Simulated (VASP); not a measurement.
A run of VASP 6.6.1 is set up as follows.

The input INCAR:

```
SYSTEM = Hf2F3
ALGO = Normal
EDIFF = 1E-6
EDIFFG = -0.04
ENCUT = 600
GGA = PE
IBRION = 2
ISIF = 3
ISMEAR = 0
LASPH = .TRUE.
LCHARG = .FALSE.
LREAL = .FALSE.
LWAVE = .FALSE.
NELM = 100
NSW = 90
PREC = Accurate
SIGMA = 0.1
```

The input KPOINTS:

```
k-points
0
G
  6 6 4
  0 0 0
```

The input POSCAR:

```
Hf2F3
1.0
    3.7204100697      0.0000000000      0.0000000000
   -1.8602050349      3.2219696329      0.0000000000
    0.0000000000      0.0000000000      5.7883537379
Hf F
2 3
Direct
    0.3333333333      0.6666666667      0.2450000000
    0.6666666667      0.3333333333      0.7550000000
    0.0000000000      0.0000000000      0.0000000000
    0.3333333333      0.6666666667      0.6450000000
    0.6666666667      0.3333333333      0.3550000000
```

Potentials or basis: VASP PAW PBE potentials, release 64 (Hf_pv, F).

Run with:

```bash
$ cat potpaw_PBE.64/Hf_pv/POTCAR potpaw_PBE.64/F/POTCAR > POTCAR
$ mpirun -np 1 vasp_std > vasp.out
```

(1) What does it give for the band gap on the k mesh?

(2) What does it give for the relaxed cell?

(3) What does it give for the space group after relaxing (to 0.1 Å)?

(4) Estimate the relaxed volume.

Answers

(1) zero (an odd number of electrons rules out a gap without spin polarisation).

(2) a = 3.486 Å, b = 3.486 Å, c = 6.765 Å, α = 90.00°, β = 90.00°, γ = 120.00°.

(3) P-3m1 (No. 164).

(4) 14.24 Å³/atom.

Caveat: a cell axis changed by over 15 % at a fixed basis, so the end point is rough; spin-orbit coupling is left out, which moves the levels of the heavy elements; an odd number of electrons without spin polarisation forces a metal; a magnetic or distorted state may lie lower.
